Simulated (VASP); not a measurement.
# I (Cmce) in VASP: a series of runs, part 2 of 2

VASP 6.6.1. Earlier steps stand in the parts before.

## 3. Single point, r2SCAN

This run uses another cell than the first one, of 44.20 Å³/atom.

File POSCAR:

```
I
1.0
    3.8704209074     -2.3217378770      0.0000000000
    3.8704209074      2.3217378770      0.0000000000
    0.0000000000      0.0000000000      9.8367431289
I
4
Direct
    0.8438638046      0.1561361954      0.1200486077
    0.6561361954      0.3438638046      0.6200486077
    0.1561361954      0.8438638046      0.8799513923
    0.3438638046      0.6561361954      0.3799513923
```

File INCAR.step1:

```
SYSTEM = I
PREC     = Accurate       ! precision mode
ENCUT    = 520            ! plane-wave cutoff, eV
ISMEAR   = 0              ! smearing method
SIGMA    = 0.02           ! smearing width, eV
LREAL    = .False.        ! projectors in reciprocal space
LASPH    = .True.         ! aspherical terms in the spheres
NELM     = 100            ! most SCF steps
NBANDS   = 22             ! bands
GGA      = PE             ! functional
ALGO     = Normal         ! electronic algorithm
EDIFF    = 1E-4           ! SCF threshold, eV
LWAVE    = .True.         ! write WAVECAR
LCHARG   = .False.        ! write CHGCAR
```

File INCAR.step2:

```
SYSTEM = I
PREC     = Accurate       ! precision mode
ENCUT    = 520            ! plane-wave cutoff, eV
EDIFF    = 1E-6           ! SCF threshold, eV
ISMEAR   = 0              ! smearing method
SIGMA    = 0.02           ! smearing width, eV
LREAL    = .False.        ! projectors in reciprocal space
LASPH    = .True.         ! aspherical terms in the spheres
NELM     = 100            ! most SCF steps
ALGO     = Normal         ! electronic algorithm
ISIF     = 2              ! what is computed and relaxed
LWAVE    = .False.        ! write WAVECAR
LCHARG   = .False.        ! write CHGCAR
METAGGA  = R2SCAN         ! meta-GGA
LMIXTAU  = .True.       
NBANDS   = 22             ! bands
ISTART   = 1
```

File KPOINTS:

```
regular mesh
0
Gamma
  8 8 4
  0 0 0
```

Potentials or basis: VASP PAW PBE potentials, release 64 (I).

Started as:

```console
cat potpaw_PBE.64/I/POTCAR > POTCAR
cp INCAR.step1 INCAR
mpirun -np 1 vasp_std > vasp.out
cp INCAR.step2 INCAR
mpirun -np 1 vasp_std > vasp.out
```

OUTCAR:

```text
SYSTEM = I
   PREC = Accurate
   ENCUT = 520
   EDIFF = 1E-6
   ISMEAR = 0
   LREAL = .False.
   LASPH = .True.
   NELM = 100
   ISIF = 2
   METAGGA = R2SCAN
   ISTART = 1

 ion  position               nearest neighbor table
   1  0.844  0.156  0.120-   3 2.77   4 3.45   4 3.45
   2  0.656  0.344  0.620-   4 2.77   3 3.45   3 3.45
   3  0.156  0.844  0.880-   1 2.77   2 3.45   2 3.45
   4  0.344  0.656  0.380-   2 2.77   1 3.45   1 3.45

  LATTYP: Found a base centered orthorhombic cell.
 ALAT       =     4.6434757540
 B/A-ratio  =     1.6670361223
 C/A-ratio  =     2.1184008812

  Lattice vectors:

 A1 = (  -3.8704209074,  -2.3217378770,   0.0000000000)
 A2 = (   3.8704209074,  -2.3217378770,   0.0000000000)
 A3 = (   0.0000000000,   0.0000000000,   9.8367431289)

Analysis of symmetry for initial positions (statically):
=====================================================================
 Subroutine PRICEL returns:
 Original cell was already a primitive cell.

 Routine SETGRP: Setting up the symmetry group for a
 base centered orthorhombic supercell.

 Subroutine GETGRP returns: Found  8 space group operations
 (whereof  4 operations were pure point group operations)
 out of a pool of  8 trial point group operations.

The static configuration has the point symmetry C_2h.
 The point group associated with its full space group is D_2h.

Analysis of symmetry for dynamics (positions and initial velocities):
=====================================================================
 Subroutine PRICEL returns:
 Original cell was already a primitive cell.

 Routine SETGRP: Setting up the symmetry group for a
 base centered orthorhombic supercell.

 Subroutine GETGRP returns: Found  8 space group operations
 (whereof  4 operations were pure point group operations)
 out of a pool of  8 trial point group operations.

The dynamic configuration has the point symmetry C_2h.
 The point group associated with its full space group is D_2h.

 Subroutine INISYM returns: Found  8 space group operations
 (whereof  4 operations are pure point group operations),
 and found     1 'primitive' translations

----------------------------------------------------------------------------------------

                                     Primitive cell

  volume of cell :     176.7880

  direct lattice vectors                    reciprocal lattice vectors
     3.870420907 -2.321737877  0.000000000     0.129184916 -0.215355922  0.000000000
     3.870420907  2.321737877  0.000000000     0.129184916  0.215355922  0.000000000
     0.000000000  0.000000000  9.836743129     0.000000000  0.000000000  0.101659664

  length of vectors
     4.513382852  4.513382852  9.836743129     0.251131271  0.251131271  0.101659664

  position of ions in fractional coordinates (direct lattice)
     0.843863805  0.156136195  0.120048608
     0.656136195  0.343863805  0.620048608
     0.156136195  0.843863805  0.879951392
     0.343863805  0.656136195  0.379951392

  ion indices of the primitive-cell ions
   primitive index   ion index
                 1           1
                 2           2
                 3           3
                 4           4

----------------------------------------------------------------------------------------

 KPOINTS: regular mesh

Automatic generation of k-mesh.
 Grid dimensions read from file:
 generate k-points for:    8    8    4

 Generating k-lattice:

  Cartesian coordinates                     Fractional coordinates (reciprocal lattice)
     0.016148115 -0.026919490  0.000000000     0.125000000  0.000000000  0.000000000
     0.016148115  0.026919490  0.000000000     0.000000000  0.125000000  0.000000000
     0.000000000  0.000000000  0.025414916     0.000000000  0.000000000  0.250000000

  Length of vectors
     0.031391409  0.031391409  0.025414916

  Shift w.r.t. Gamma in fractional coordinates (k-lattice)
     0.000000000  0.000000000  0.000000000

 Subroutine IBZKPT returns following result:
 ===========================================

 Found     63 irreducible k-points:

 Following reciprocal coordinates:
            Coordinates               Weight
  0.000000  0.000000  0.000000      1.000000
  0.125000  0.000000  0.000000      4.000000
  0.250000  0.000000  0.000000      4.000000
  0.375000  0.000000  0.000000      4.000000
  0.500000  0.000000  0.000000      2.000000
  0.125000  0.125000  0.000000      2.000000
[... 16 lines left out ...]
  0.125000  0.000000  0.250000      8.000000
  0.250000  0.000000  0.250000      8.000000
 [... further k-points ...]
   k-points           NKPTS =     63   k-points in BZ     NKDIM =     63   number of bands    NBANDS=     22
   number of dos      NEDOS =    301   number of ions     NIONS =      4
   total plane-waves  NPLWV = 103680
   dimension x,y,z NGX =    36 NGY =   36 NGZ =   80
   dimension x,y,z NGXF=    72 NGYF=   72 NGZF=  160
   ions per type =               4
   NGX,Y,Z   is equivalent  to a cutoff of  13.26, 13.26, 13.52 a.u.
   NGXF,Y,Z  is equivalent  to a cutoff of  26.52, 26.52, 27.04 a.u.
 SYSTEM =  I
   PREC   = accura    normal or accurate (medium, high low for compatibility)
   ISTART =      1    job   : 0-new  1-cont  2-samecut
   ICHARG =      0    charge: 1-file 2-atom 10-const
   ISPIN  =      1    spin polarized calculation?
   LNONCOLLINEAR =      F non collinear calculations
   LSORBIT =      F    spin-orbit coupling
   LASPH  =      T    aspherical Exc in radial PAW
   ENCUT  =  520.0 eV  38.22 Ry    6.18 a.u.   8.39  8.39 18.29*2*pi/ulx,y,z
   NELM   =    100;   NELMIN=  2; NELMDL=  0     # of ELM steps
   EDIFF  = 0.1E-05   stopping-criterion for ELM
   LREAL  =      F    real-space projection
[... 7 lines left out ...]
   TEBEG  =    0.0;   TEEND  =   0.0 temperature during run
   PSTRESS=    0.0 pullay stress
   NELECT =      28.0000    total number of electrons
   NUPDOWN=      -1.0000    fix difference up-down
   EMIN   =  10.00;   EMAX   =-10.00  energy-range for DOS
   EFERMI =   0.00;   METHOD = LEGACY
   ISMEAR =     0;   SIGMA  =   0.02  broadening in eV -4-tet -1-fermi 0-gaus
   EFERMI_NEDOS =   21; number of points for ismear=-14 and -15
   IALGO  =     38    algorithm
   IMIX   =      4    mixing-type and parameters
     AMIX     =   0.40;   BMIX     =  1.00
     AMIX_MAG =   1.60;   BMIX_MAG =  1.00
  volume/ion in A,a.u.               =      44.20       298.26
  Fermi-wavevector in a.u.,A,eV,Ry     =   0.885748  1.673820 10.674432  0.784549
  Thomas-Fermi vector in A             =   2.006822
   LORBIT       =      0    0 simple, 1 ext, 2 COOP (PROOUT), +10 PAW based schemes
   METAGGA = R2SCAN    functional components
   LHFCALC =     F    Hartree Fock is set to
   AEXX    =    0.0000 exact exchange contribution
   IVDW    =     0    specifies the selected vdW correction
   LEPSILON=     F    determine dielectric tensor
   LRPA    =     F    only Hartree local field effects (RPA)
 non-spin polarized calculation
 Gauss-broadening in eV      SIGMA  =   0.02
  energy-cutoff  :      520.00
  volume of cell :      176.79
 maximum number of plane-waves:      4791
 NGX is ok and might be reduce to    36
   NGX = 17   NGY = 17   NGZ = 37

 number of electron      27.9999999 magnetization

 Free energy of the ion-electron system (eV)
  ---------------------------------------------------
  ext. energy  EPLUGINS =         0.00000000
  ---------------------------------------------------
  free energy    TOTEN  =       -98.22680373 eV

  energy without entropy =      -98.22680373  energy(sigma->0) =      -98.22680373

 E-fermi :   2.0439     XC(G=0):  -8.2284

 val. band max:        1.9370474008   @ k =   0.0000   0.0000   0.0000
 cond. band min:       3.1828217246   @ k =   0.5000   0.5000   0.0000
 fundamental gap:      1.2457743238
 Fermi energy:         2.0438676537

 k-point     1 :       0.0000    0.0000    0.0000
  band No.  band energies     occupation
      1     -11.9248      2.00000
      2     -11.2945      2.00000
      3     -10.1228      2.00000
      4      -8.9369      2.00000
      5      -2.6620      2.00000
      6      -1.1821      2.00000
[... 574 lines left out ...]
      6      -1.9458      2.00000
[... 14 lines left out ...]
     21       9.6560      0.00000
     22       9.8885      0.00000

 [... further k-points ...]

------------------------ aborting loop because EDIFF is reached ----------------------------------------

  FORCE on cell =-STRESS in cart. coord.  units (eV):
  Direction    XX          YY          ZZ          XY          YZ          ZX
  --------------------------------------------------------------------------------------
  -------------------------------------------------------------------------------------
  Total       -0.0197742     -0.0670945     -0.0635145      0.0000000      0.0000000      0.0000000
  in kB       -0.1792074     -0.6080576     -0.5756131      0.0000000      0.0000000      0.0000000
  external PRESSURE =      -0.4542927 kB  Pullay stress =       0.0000000 kB

 VOLUME and BASIS-vectors are now :
 -----------------------------------------------------------------------------
  energy-cutoff  :      520.00
  volume of cell :      176.79
      direct lattice vectors                 reciprocal lattice vectors
     3.870420907 -2.321737877  0.000000000     0.129184916 -0.215355922  0.000000000
     3.870420907  2.321737877  0.000000000     0.129184916  0.215355922  0.000000000
     0.000000000  0.000000000  9.836743129     0.000000000  0.000000000  0.101659664

 POSITION                                       TOTAL-FORCE (eV/Angst)
 -----------------------------------------------------------------------------------
      3.87042     -1.59672      1.18089         0.000000     -0.006008     -0.002626
      3.87042     -0.72501      6.09926         0.000000      0.006008     -0.002626
      3.87042      1.59672      8.65586         0.000000      0.006008      0.002626
      3.87042      0.72501      3.73748         0.000000     -0.006008      0.002626
 -----------------------------------------------------------------------------------
    total drift:                                0.000000      0.000000      0.000000

  FREE ENERGIE OF THE ION-ELECTRON SYSTEM (eV)
  ---------------------------------------------------
  free  energy   TOTEN  =       -98.2268037283 eV

  energy  without entropy=      -98.2268037283  energy(sigma->0) =      -98.22680373
```

It took 10 min on 1 thread of Intel Xeon Platinum 8124M at 3.00GHz (Skylake/Cascade Lake), shared host; peak memory 0.45 GiB.

Results:

```
Free energy            : -98.2268 eV
Pressure               : 0.0 GPa
Largest force          : 0.007 eV/Å
Band gap on the k mesh : 1.25 eV (least direct gap 1.33 eV)
```

Forces in eV/Å, atoms in the order of the input:
```
I    0.000 -0.006 -0.003
I    0.000  0.006 -0.003
I    0.000  0.006  0.003
I    0.000 -0.006  0.003
```

Levels at points of the mesh, in eV from the valence-band top:
```csv
k point,band 10,band 11,band 12,band 13,band 14,band 15,band 16,band 17,band 18,band 19
"(0.00, 0.00, 0.00)",-1.27,-1.19,-0.59,-0.39,0.00,1.33,2.19,5.62,5.64,5.97
"(0.50, 0.00, 0.00)",-1.77,-1.42,-1.42,-0.65,-0.65,2.33,2.33,5.84,5.84,7.79
"(0.50, 0.50, 0.00)",-1.92,-1.75,-1.40,-0.74,-0.33,1.25,1.96,5.52,6.53,6.58
"(0.00, 0.00, 0.50)",-1.40,-0.96,-0.96,-0.16,-0.16,1.61,1.61,6.02,6.02,6.51
"(0.50, 0.00, 0.50)",-1.86,-0.82,-0.82,-0.03,-0.03,1.62,1.62,6.23,6.23,6.91
"(0.50, 0.50, 0.50)",-1.80,-1.16,-1.16,-0.99,-0.99,1.46,1.46,6.49,6.49,7.52
```

Caveat: the PAW data sets were made with another functional, which shifts forces and pressure a little; spin-orbit coupling is left out, which moves the levels of the heavy elements. A k mesh can miss the band edges.
